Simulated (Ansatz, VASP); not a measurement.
# One calculation of FeNi3, two programs

```
Fe Ni
1.0
     3.55725    0.00000    0.00000
     0.00000    3.55725    0.00000
     0.00000    0.00000    3.55725
Fe Ni
1 3
Direct
  0.00000 0.00000 0.00000
  0.00000 0.50000 0.50000
  0.50000 0.00000 0.50000
  0.50000 0.50000 0.00000
```

Alike in both runs: task single point; functional PBEsol; k mesh 12 × 12 × 12; occupations gaussian, width 0.1 eV; collinear spin.

|  | VASP | Ansatz |
| --- | --- | --- |
| version | VASP 6.6.1 | Ansatz 0.2.0 |
| potentials or method | VASP PAW PBE potentials, release 64 (Fe, Ni), cutoff 520 eV | scalar-relativistic, plane waves, PAW |
| valence electrons in the cell | 38 | 70 |

|  | VASP | Ansatz | Ansatz less VASP |
| --- | --- | --- | --- |
| gap on the k mesh at the Fermi level (eV) | none | none | - |
| pressure (GPa) | -11.4 | -11.5 | -0.11 |
| net moment per atom (μB) | 1.20 | 1.20 | +0.006 |
| size of the moment on the site where the two differ most (μB) | 0.63 | 0.68 | +0.046 |

VASP's potentials were made for PBE, not for PBEsol. Site moments also hang on the region over which each program counts them. A gap of «none» marks a metal or a gap that the smearing closes. With one functional, cell and mesh, what is left measures potentials, basis and numerics. VASP's potentials hold 38 valence electrons a cell and Ansatz's 70, so a difference there can come from the potentials and not from the codes.
